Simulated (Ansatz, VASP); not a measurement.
# Two plane-wave programs on N

POSCAR

```
N
1.0
    4.0840620000      0.0000000000      0.0000000000
    0.0000000000      4.0840620000      0.0000000000
    0.0000000000      0.0000000000      5.3459130000
N
4
Direct
    0.9042750000      0.9042750000      0.0000000000
    0.5957250000      0.4042750000      0.5000000000
    0.0957250000      0.0957250000      0.0000000000
    0.4042750000      0.5957250000      0.5000000000
```

File INCAR.step1:

```
SYSTEM = N
PREC = Accurate ; ENCUT = 520
ISMEAR = 0 ; SIGMA = 0.01
LREAL = .False. ; LASPH = .True.
NELM = 100 ; NBANDS = 18
GGA = PE ; ALGO = Normal
EDIFF = 1E-4 ; LWAVE = .True.
LCHARG = .False.
```

Contents of INCAR.step2:

```
SYSTEM = N
PREC = Accurate ; ENCUT = 520
EDIFF = 1E-6 ; ISMEAR = 0
SIGMA = 0.01 ; LREAL = .False.
LASPH = .True. ; NELM = 100
ALGO = Normal ; ISIF = 2
LWAVE = .False. ; LCHARG = .False.
METAGGA = R2SCAN ; LMIXTAU = .True.
NBANDS = 18 ; ISTART = 1
```

The input KPOINTS:

```
regular mesh
0
Gamma
  3 3 2
  0 0 0
```

Input for Ansatz:

```yaml
crystal:
  lattice:
    - [4.084062, 0.0, 0.0]
    - [0.0, 4.084062, 0.0]
    - [0.0, 0.0, 5.345913]
  atoms:
    - { symbol: "N", position: [0.904275, 0.904275, 0.0] }
    - { symbol: "N", position: [0.595725, 0.404275, 0.5] }
    - { symbol: "N", position: [0.095725, 0.095725, 0.0] }
    - { symbol: "N", position: [0.404275, 0.595725, 0.5] }
kpoints:
  mp_grid:
    grid: [3, 3, 2]
hamiltonian:
  xc: r2scan
  pseudopotentials:
    kind: paw
scf:
  convergence:
    dr2_threshold: 1.0e-08
  occupations:
    method: fixed
output:
  forces: true
```

Alike in both runs: task single point; functional r2SCAN; k mesh 3 × 3 × 2; no spin polarisation.

|  | VASP | Ansatz |
| --- | --- | --- |
| version | VASP 6.6.1 | Ansatz 0.2.0 |
| potentials or method | VASP PAW PBE potentials, release 64 (N) | plane waves, PAW |
| plane-wave cutoff (eV) | 520 | 500 |
| occupations | gaussian, width 0.01 eV | fixed |
| valence electrons in the cell | 20 | 20 |

```csv
,VASP,Ansatz,Ansatz less VASP
rms of the force components (eV/Å),0.094,1.051,+0.9562
```

VASP's potentials were made for PBE, not for r2SCAN. Atom by atom the forces differ by 1.145 eV/Å (rms over components). One of these differences is far larger than is usual between the two programs; its cause wasn't traced.

The k mesh is coarse, so the values compare programs but aren't converged. Noted on VASP's run: the standard files for N, O and F lose accuracy on very short bonds.
